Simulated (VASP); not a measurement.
# AlN (I-4m2) in VASP: a series of runs

The runs below take AlN through single point, with r2SCAN.

Program: VASP 6.6.1. These are calculated values, not measurements. Logs are shortened: lines on timing, memory, paths and dates and some standing lists are left out, and cuts for length are marked.

## Step 1: The cell of the first run

It takes space group I-4m2 (No. 119, tetragonal). Conventional cell: a = 3.467 Å, b = 3.467 Å, c = 3.467 Å, α = 90.00°, β = 90.00°, γ = 90.00°. Al (site symmetry -4m2) has 4 N at 1.94 Å within 2.6 Å. Within 2.6 Å of N (site symmetry -4m2) lie 4 Al at 1.94 Å.

## Step 2: Single point, r2SCAN

File POSCAR:

```
AlN
1.0
    0.0000000000      2.4515732958      1.7332623201
    2.4515732958      0.0000000000      1.7332623201
    2.4515732958      2.4515732958      0.0000000000
Al N
1 1
Direct
    0.0000000000      0.0000000000      0.0000000000
    0.7500000000      0.7500000000      0.7500000000
```

File INCAR.step1:

```
ALGO = Normal ; EDIFF = 1E-4
ENCUT = 520 ; GGA = PE
ISMEAR = 0 ; LASPH = T
LCHARG = F ; LREAL = F
LWAVE = T ; NBANDS = 11
NELM = 80 ; PREC = Accurate
SIGMA = 0.05
```

File INCAR.step2:

```
ALGO = Normal ; EDIFF = 1E-6
ENCUT = 520 ; ISIF = 2
ISMEAR = 0 ; ISTART = 1
LASPH = T ; LCHARG = F
LMIXTAU = T ; LREAL = F
LWAVE = F ; METAGGA = R2SCAN
NBANDS = 11 ; NELM = 80
PREC = Accurate ; SIGMA = 0.05
```

File KPOINTS:

```
k-points
0
Gamma
  10 10 10
```

Potentials or basis: VASP PAW PBE potentials, release 64 (Al, N).

Command:

```
cat potpaw_PBE.64/Al/POTCAR potpaw_PBE.64/N/POTCAR > POTCAR
cp INCAR.step1 INCAR
mpirun -np 1 vasp_std > vasp.out
cp INCAR.step2 INCAR
mpirun -np 1 vasp_std > vasp.out
```

OUTCAR:

```text
EDIFF = 1E-6
   ENCUT = 520
   ISIF = 2
   ISMEAR = 0
   ISTART = 1
   LASPH = T
   LREAL = F
   METAGGA = R2SCAN
   NELM = 80
   PREC = Accurate

 ion  position               nearest neighbor table
   1  0.000  0.000  0.000-   2 1.94   2 1.94   2 1.94   2 1.94
   2  0.750  0.750  0.750-   1 1.94   1 1.94   1 1.94   1 1.94

  LATTYP: Found a body centered tetragonal cell.
 ALAT       =     3.4670482041
 C/A-ratio  =     0.9998489886

  Lattice vectors:

 A1 = (   0.0000000000,  -2.4515732958,  -1.7332623201)
 A2 = (   0.0000000000,   2.4515732958,  -1.7332623201)
 A3 = (   2.4515732958,   0.0000000000,   1.7332623201)

Analysis of symmetry for initial positions (statically):
=====================================================================
 Subroutine PRICEL returns:
 Original cell was already a primitive cell.

 Routine SETGRP: Setting up the symmetry group for a
 body centered tetragonal supercell.

 Subroutine GETGRP returns: Found  8 space group operations
 (whereof  8 operations were pure point group operations)
 out of a pool of 16 trial point group operations.

The static configuration has the point symmetry D_2d.

Analysis of symmetry for dynamics (positions and initial velocities):
=====================================================================
 Subroutine PRICEL returns:
 Original cell was already a primitive cell.

 Routine SETGRP: Setting up the symmetry group for a
 body centered tetragonal supercell.

 Subroutine GETGRP returns: Found  8 space group operations
 (whereof  8 operations were pure point group operations)
 out of a pool of 16 trial point group operations.

The dynamic configuration has the point symmetry D_2d.

 Subroutine INISYM returns: Found  8 space group operations
 (whereof  8 operations are pure point group operations),
 and found     1 'primitive' translations

----------------------------------------------------------------------------------------

                                     Primitive cell

  volume of cell :      20.8345

  direct lattice vectors                    reciprocal lattice vectors
     0.000000000  2.451573296  1.733262320    -0.203950663  0.203950663  0.288473357
     2.451573296  0.000000000  1.733262320     0.203950663 -0.203950663  0.288473357
     2.451573296  2.451573296  0.000000000     0.203950663  0.203950663 -0.288473357

  length of vectors
     3.002400689  3.002400689  3.467048204     0.407932131  0.407932131  0.407932131

  position of ions in fractional coordinates (direct lattice)
     0.000000000  0.000000000  0.000000000
     0.750000000  0.750000000  0.750000000

  ion indices of the primitive-cell ions
   primitive index   ion index
                 1           1
                 2           2

----------------------------------------------------------------------------------------

 KPOINTS: k-points

Automatic generation of k-mesh.
 Grid dimensions read from file:
 generate k-points for:   10   10   10

 Generating k-lattice:

  Cartesian coordinates                     Fractional coordinates (reciprocal lattice)
    -0.020395066  0.020395066  0.028847336     0.100000000  0.000000000  0.000000000
     0.020395066 -0.020395066  0.028847336     0.000000000  0.100000000  0.000000000
     0.020395066  0.020395066 -0.028847336     0.000000000  0.000000000  0.100000000

  Length of vectors
     0.040793213  0.040793213  0.040793213

  Shift w.r.t. Gamma in fractional coordinates (k-lattice)
     0.000000000  0.000000000  0.000000000

 Subroutine IBZKPT returns following result:
 ===========================================

 Found    102 irreducible k-points:

 Following reciprocal coordinates:
            Coordinates               Weight
  0.000000  0.000000  0.000000      1.000000
  0.100000 -0.000000  0.000000      8.000000
  0.200000 -0.000000  0.000000      8.000000
  0.300000 -0.000000  0.000000      8.000000
  0.400000 -0.000000  0.000000      8.000000
  0.500000 -0.000000  0.000000      4.000000
[... 16 lines left out ...]
  0.300000  0.300000  0.000000      2.000000
  0.400000  0.300000  0.000000      8.000000
 [... further k-points ...]
   k-points           NKPTS =    102   k-points in BZ     NKDIM =    102   number of bands    NBANDS=     11
   number of dos      NEDOS =    301   number of ions     NIONS =      2
   total plane-waves  NPLWV =  16128
   dimension x,y,z NGX =    24 NGY =   24 NGZ =   28
   dimension x,y,z NGXF=    48 NGYF=   48 NGZF=   56
   ions per type =               1   1
   NGX,Y,Z   is equivalent  to a cutoff of  13.29, 13.29, 13.43 a.u.
   NGXF,Y,Z  is equivalent  to a cutoff of  26.58, 26.58, 26.85 a.u.
 SYSTEM =  unknown system
   PREC   = accura    normal or accurate (medium, high low for compatibility)
   ISTART =      1    job   : 0-new  1-cont  2-samecut
   ICHARG =      0    charge: 1-file 2-atom 10-const
   ISPIN  =      1    spin polarized calculation?
   LNONCOLLINEAR =      F non collinear calculations
   LSORBIT =      F    spin-orbit coupling
   LASPH  =      T    aspherical Exc in radial PAW
   ENCUT  =  520.0 eV  38.22 Ry    6.18 a.u.   5.58  5.58  6.45*2*pi/ulx,y,z
   NELM   =     80;   NELMIN=  2; NELMDL=  0     # of ELM steps
   EDIFF  = 0.1E-05   stopping-criterion for ELM
   LREAL  =      F    real-space projection
   EDIFFG = 0.1E-04   stopping-criterion for IOM
   NSW    =      0    number of steps for IOM
   IBRION =     -1    ionic relax: 0-MD 1-quasi-New 2-CG
   NFREE  =      0    steps in history (QN), initial steepest desc. (CG)
   ISIF   =      2    stress and relaxation
   ISYM   =      2    0-nonsym 1-usesym 2-fastsym
   POTIM  = 0.5000    time-step for ionic-motion
   TEBEG  =    0.0;   TEEND  =   0.0 temperature during run
   PSTRESS=    0.0 pullay stress
   NELECT =       8.0000    total number of electrons
   NUPDOWN=      -1.0000    fix difference up-down
   EMIN   =  10.00;   EMAX   =-10.00  energy-range for DOS
   EFERMI =   0.00;   METHOD = LEGACY
   ISMEAR =     0;   SIGMA  =   0.05  broadening in eV -4-tet -1-fermi 0-gaus
   EFERMI_NEDOS =   21; number of points for ismear=-14 and -15
   IALGO  =     38    algorithm
   IMIX   =      4    mixing-type and parameters
     AMIX     =   0.40;   BMIX     =  1.00
     AMIX_MAG =   1.60;   BMIX_MAG =  1.00
  volume/ion in A,a.u.               =      10.42        70.30
  Fermi-wavevector in a.u.,A,eV,Ry     =   1.189899  2.248583 19.263943  1.415860
  Thomas-Fermi vector in A             =   2.325996
   LORBIT       =      0    0 simple, 1 ext, 2 COOP (PROOUT), +10 PAW based schemes
   METAGGA = R2SCAN    functional components
   LHFCALC =     F    Hartree Fock is set to
   AEXX    =    0.0000 exact exchange contribution
   IVDW    =     0    specifies the selected vdW correction
   LEPSILON=     F    determine dielectric tensor
   LRPA    =     F    only Hartree local field effects (RPA)
 non-spin polarized calculation
 Gauss-broadening in eV      SIGMA  =   0.05
  energy-cutoff  :      520.00
  volume of cell :       20.83
 maximum number of plane-waves:       586
 NGX is ok and might be reduce to    24
   NGX = 11   NGY = 11   NGZ = 13

 number of electron       8.0000000 magnetization

 Free energy of the ion-electron system (eV)
  ---------------------------------------------------
  ext. energy  EPLUGINS =         0.00000000
  ---------------------------------------------------
  free energy    TOTEN  =       -18.73644882 eV

  energy without entropy =      -18.73644882  energy(sigma->0) =      -18.73644882

 E-fermi :   6.9942     XC(G=0): -11.5134

 val. band max:        6.8014802279   @ k =   0.0000   0.0000   0.0000
 cond. band min:      10.3950190104   @ k =   0.5000   0.5000   0.0000
 fundamental gap:      3.5935387824
 Fermi energy:         6.9942274849

 k-point     1 :       0.0000    0.0000    0.0000
  band No.  band energies     occupation
      1      -9.8164      2.00000
      2       5.8534      2.00000
      3       5.8534      2.00000
      4       6.8015      2.00000
      5      10.5416      0.00000
      6      19.2675      0.00000
      7      19.9091      0.00000
      8      20.1146      0.00000
      9      20.1146      0.00000
     10      23.2175      0.00000
     11      23.3236      0.00000

 k-point     2 :       0.1000   -0.0000    0.0000
  band No.  band energies     occupation
      1      -9.6565      2.00000
      2       5.2575      2.00000
      3       5.6862      2.00000
      4       6.5036      2.00000
      5      11.2943      0.00000
      6      18.4460      0.00000
      7      18.6340      0.00000
      8      20.3239      0.00000
      9      20.6103      0.00000
     10      22.2812      0.00000
     11      24.6463      0.00000

 k-point     3 :       0.2000   -0.0000    0.0000
  band No.  band energies     occupation
      1      -9.2018      2.00000
      2       3.6939      2.00000
      3       5.2834      2.00000
      4       6.3283      2.00000
      5      12.4477      0.00000
      6      17.0256      0.00000
      7      17.1098      0.00000
      8      20.5871      0.00000
      9      22.1146      0.00000
     10      22.5937      0.00000
     11      27.3005      0.00000

 k-point     4 :       0.3000   -0.0000    0.0000
  band No.  band energies     occupation
      1      -8.5434      2.00000
      2       2.0089      2.00000
      3       4.8401      2.00000
      4       6.2236      2.00000
      5      12.7343      0.00000
      6      16.0373      0.00000
      7      16.7122      0.00000
      8      21.0155      0.00000
      9      23.4318      0.00000
     10      24.2541      0.00000
     11      28.9448      0.00000

 k-point     5 :       0.4000   -0.0000    0.0000
  band No.  band energies     occupation
      1      -7.8883      2.00000
      2       0.6785      2.00000
      3       4.5158      2.00000
      4       6.1463      2.00000
      5      12.3173      0.00000
      6      15.3724      0.00000
      7      17.3973      0.00000
      8      21.6244      0.00000
      9      23.9973      0.00000
     10      26.4205      0.00000
     11      27.7609      0.00000
[... 211 lines left out ...]
 k-point    21 :      -0.3000    0.2000    0.0000
  band No.  band energies     occupation
      1      -8.0278      2.00000
      2       1.9957      2.00000
      3       4.0962      2.00000
      4       5.2010      2.00000
      5      13.6644      0.00000
      6      14.6796      0.00000
      7      17.5155      0.00000
      8      20.5531      0.00000
      9      22.9177      0.00000
     10      24.2323      0.00000
     11      26.7882      0.00000

 k-point    22 :      -0.2000    0.2000    0.0000
  band No.  band energies     occupation
      1      -8.6238      2.00000
      2       2.8786      2.00000
      3       4.6128      2.00000
      4       5.6169      2.00000
      5      13.8582      0.00000
      6      14.8990      0.00000
      7      17.5416      0.00000
      8      20.4075      0.00000
      9      22.7244      0.00000
     10      23.4452      0.00000
     11      26.2354      0.00000

 k-point    23 :       0.3000    0.3000    0.0000
  band No.  band energies     occupation
      1      -7.5492      2.00000
      2       2.6596      2.00000
      3       3.5235      2.00000
      4       3.5235      2.00000
      5      13.0796      0.00000
      6      14.5004      0.00000
      7      19.1139      0.00000
      8      19.1139      0.00000
      9      23.6361      0.00000
     10      23.7995      0.00000
     11      29.8346      0.00000

 k-point    24 :       0.4000    0.3000    0.0000
  band No.  band energies     occupation
      1      -7.0683      2.00000
      2       2.0650      2.00000
      3       3.1337      2.00000
      4       3.5612      2.00000
      5      12.5631      0.00000
      6      13.6613      0.00000
      7      19.2951      0.00000
      8      19.4166      0.00000
      9      23.5778      0.00000
     10      25.8744      0.00000
     11      30.2337      0.00000

 [... further k-points ...]
[... 5 lines left out ...]
  --------------------------------------------------------------------------------------
  -------------------------------------------------------------------------------------
  Total       -2.5628020     -2.5628020      0.9682758      0.0000000      0.0000000      0.0000000
  in kB     -197.0795586   -197.0795586     74.4604429      0.0000000      0.0000000      0.0000000
  external PRESSURE =    -106.5662248 kB  Pullay stress =       0.0000000 kB

 VOLUME and BASIS-vectors are now :
 -----------------------------------------------------------------------------
  energy-cutoff  :      520.00
  volume of cell :       20.83
      direct lattice vectors                 reciprocal lattice vectors
     0.000000000  2.451573296  1.733262320    -0.203950663  0.203950663  0.288473357
     2.451573296  0.000000000  1.733262320     0.203950663 -0.203950663  0.288473357
     2.451573296  2.451573296  0.000000000     0.203950663  0.203950663 -0.288473357

 POSITION                                       TOTAL-FORCE (eV/Angst)
 -----------------------------------------------------------------------------------
      0.00000      0.00000      0.00000         0.000000      0.000000      0.000000
      3.67736      3.67736      2.59989        -0.000000     -0.000000     -0.000000
 -----------------------------------------------------------------------------------
    total drift:                               -0.000047     -0.000047     -0.000090

  FREE ENERGIE OF THE ION-ELECTRON SYSTEM (eV)
  ---------------------------------------------------
  free  energy   TOTEN  =       -18.7364488241 eV

  energy  without entropy=      -18.7364488241  energy(sigma->0) =      -18.73644882
```

It took 76 s on 1 thread of AMD EPYC 9R45 (Zen 5), shared host; peak memory 0.12 GiB.

Results:

* Free energy: -18.7364 eV
* Pressure: -10.7 GPa
* Band gap on the k mesh: 3.59 eV, indirect (least direct gap 3.74 eV)

Caveat: the PAW data sets were made with another functional, which shifts forces and pressure a little. A k mesh can miss the band edges.

(Continued in part 2 of 2.)
